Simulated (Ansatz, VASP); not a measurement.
## One calculation of Ba, two programs

The input INCAR:

```
SYSTEM = Ba
PREC = Accurate
ENCUT = 520
EDIFF = 1E-7
ISMEAR = -1
SIGMA = 0.1
LREAL = .False.
LASPH = .True.
NELM = 80
ALGO = Normal
ISIF = 2
LWAVE = .False.
LCHARG = .False.
NBANDS = 11
```

Contents of KPOINTS:

```
regular mesh
0
Gamma
  10 10 10
  0 0 0
```

The input POSCAR:

```
Ba
1.0
    0.0000000000      2.9122651152      2.9122651152
    2.9122651152      0.0000000000      2.9122651152
    2.9122651152      2.9122651152      0.0000000000
Ba
1
Direct
    0.0000000000      0.0000000000      0.0000000000
```

Input for Ansatz:

```yaml
crystal:
  lattice:
    - [0.0, 2.9122651152, 2.9122651152]
    - [2.9122651152, 0.0, 2.9122651152]
    - [2.9122651152, 2.9122651152, 0.0]
  atoms:
    - { symbol: Ba, position: [0.0, 0.0, 0.0] }
hamiltonian:
  xc: lda
  pseudopotentials:
    kind: paw
    azcp:
      Ba: "pseudopotentials/Ba.paw.azcp"
basis:
  ecutwfc: 420
  fft_grid_basis: typed
kpoints:
  mp_grid: { grid: [10, 10, 10], shift: [0, 0, 0] }
magnetization:
  spin_polarized: false
scf:
  occupations: { method: fermi_dirac, width: 0.1 }
  lower_state_search: "off"
output:
  stress: true
```

Alike in both runs: task single point; functional LDA; k mesh 10 × 10 × 10; occupations fermi-dirac, width 0.1 eV; no spin polarisation.

```csv
,VASP,Ansatz
version,VASP 6.6.1,Ansatz 0.2.0
potentials or method,"VASP PAW LDA potentials, release 64 (Ba_sv), cutoff 520 eV","plane waves (420 eV) with PAW, scalar-relativistic"
valence electrons in the cell,10,10
```

Ansatz gave:

```
pressure (GPa) : 0.8
```

Q: Which values does VASP return?

A: Pressure (GPa): 1.0.

Ansatz warns that its potentials were made for another functional, while VASP's fit it. LDA's correlation is that of Perdew and Zunger in VASP and of Perdew and Wang (1992) in Ansatz.

Spin-orbit coupling is off throughout.
